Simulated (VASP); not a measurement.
Wanted: the native input for a VASP 6.6.1 run.

| Quantity | Value |
| --- | --- |
| Task | single point |
| Functional | PBE |
| Potentials or basis | VASP PAW PBE potentials, release 64 (In_d, P) |
| Cutoff | 520 eV |
| k mesh | 18 × 18 × 18 |
| Occupations | gaussian, width 0.15 eV |
| Spin | no spin polarisation |
| Dipole correction | no |
| Further INCAR settings | ALGO = Normal; EDIFF = 1e-06; NBANDS = 16 |

The structure of InP lies in POSCAR:

```
InP
1.0
    0.0000000000      2.6870556022      2.7701604146
    2.6870556022      0.0000000000      2.7701604146
    2.6870556022      2.6870556022      0.0000000000
In P
1 1
Direct
    0.0000000000      0.0000000000      0.0000000000
    0.5000000000      0.5000000000      0.5000000000
```

This cell differs from its parent crystal: strain -0.030 along x and y, +0.000 along z.

One way to write it, as run:

INCAR

```
SYSTEM = InP
ALGO = Normal ; EDIFF = 1E-6
ENCUT = 520 ; GGA = PE
ISIF = 2 ; ISMEAR = 0
LASPH = .TRUE. ; LCHARG = .FALSE.
LREAL = .FALSE. ; LWAVE = .FALSE.
NBANDS = 16 ; NELM = 60
PREC = Accurate ; SIGMA = 0.15
```

KPOINTS

```
k-points
0
G
  18 18 18
  0 0 0
```

Potentials or basis: VASP PAW PBE potentials, release 64 (In_d, P).

Launch:

```bash
$ cat potpaw_PBE.64/In_d/POTCAR potpaw_PBE.64/P/POTCAR > POTCAR
$ mpirun -np 1 vasp_std > vasp.out
```

It gave:

```
Pressure               : 5.3 GPa
Band gap on the k mesh : zero (band 9 reaches 8.17 eV, above the bottom of band 10 at 5.39 eV)
```

Caveat: the cell differs from its parent crystal (strain -0.030 along x and y, +0.000 along z); spin-orbit coupling is left out, which moves the levels of the heavy elements.

Wall time 2.1 min on 1 thread of Intel(R) Xeon(R) 6975P-C (Granite Rapids), on a shared host, peak memory 0.4 GiB.
